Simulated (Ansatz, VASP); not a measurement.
**ZnS in VASP and in Ansatz**

Contents of POSCAR:

```
ZnS
1.0
    0.0000000000      2.7046500000      2.7046500000
    2.7046500000      0.0000000000      2.7046500000
    2.7046500000      2.7046500000      0.0000000000
Zn S
1 1
Direct
   -0.0133416123     -0.0133416123     -0.0133416123
    0.7500000000      0.7500000000      0.7500000000
```

INCAR.step1

```
SYSTEM = ZnS
ALGO = Normal
EDIFF = 1E-4
ENCUT = 520
GGA = PE
ISMEAR = 0
LASPH = .True.
LCHARG = .False.
LREAL = .False.
LWAVE = .True.
NBANDS = 16
NELM = 100
PREC = Accurate
SIGMA = 0.05
```

The input INCAR.step2:

```
SYSTEM = ZnS
ALGO = Normal
EDIFF = 1E-7
ENCUT = 520
ISIF = 2
ISMEAR = 0
ISTART = 1
LASPH = .True.
LCHARG = .True.
LELF = .True.
LMIXTAU = .True.
LREAL = .False.
LVHAR = .True.
LWAVE = .False.
METAGGA = R2SCAN
NBANDS = 16
NELM = 100
PREC = Accurate
SIGMA = 0.05
```

KPOINTS

```
k-points
0
Gamma
  8 8 8
  0 0 0
```

Input for Ansatz:

```yaml
crystal:
  lattice:
    - [0.0, 2.70465, 2.70465]
    - [2.70465, 0.0, 2.70465]
    - [2.70465, 2.70465, 0.0]
  atoms:
    - { symbol: Zn, position: [-0.0133416123, -0.0133416123, -0.0133416123] }
    - { symbol: S, position: [0.75, 0.75, 0.75] }
basis:
  ecutwfc: 500
kpoints:
  mp_grid: { grid: [8, 8, 8] }
hamiltonian:
  xc: r2scan
scf:
  occupations: { method: gaussian, width: 0.05 }
output:
  forces: true
  stress: true
  eigenvalues: true
```

Change from the starting cell: all Zn atoms moved +0.125 Å, as atom 1 towards its neighbour atom 2 (S) at 2.342 Å.

Alike in both runs: task single point; functional r2SCAN; k mesh 8 × 8 × 8; occupations gaussian, width 0.05 eV; no spin polarisation.

|  | VASP | Ansatz |
| --- | --- | --- |
| version | VASP 6.6.1 | Ansatz 0.2.0 |
| potentials or method | VASP PAW PBE potentials, release 64 (Zn, S), cutoff 520 eV | scalar-relativistic, plane waves, PAW |
| valence electrons in the cell | 18 | 18 |

|  | VASP | Ansatz | Ansatz less VASP |
| --- | --- | --- | --- |
| gap on the k mesh at the Fermi level (eV) | 2.61 | 2.60 | -0.010 |
| least direct gap on the mesh (eV) | 2.61 | 2.60 | -0.010 |
| pressure (GPa) | -0.2 | -0.2 | 0.00 |
| traceless stress, the component that is largest in VASP (GPa) | 2.08 | 2.07 | -0.016 |
| rms of the force components (eV/Å) | 0.552 | 0.547 | -0.0043 |

VASP's potentials were made for PBE, not for r2SCAN. Atom by atom the forces differ by 0.004 eV/Å (rms over components).
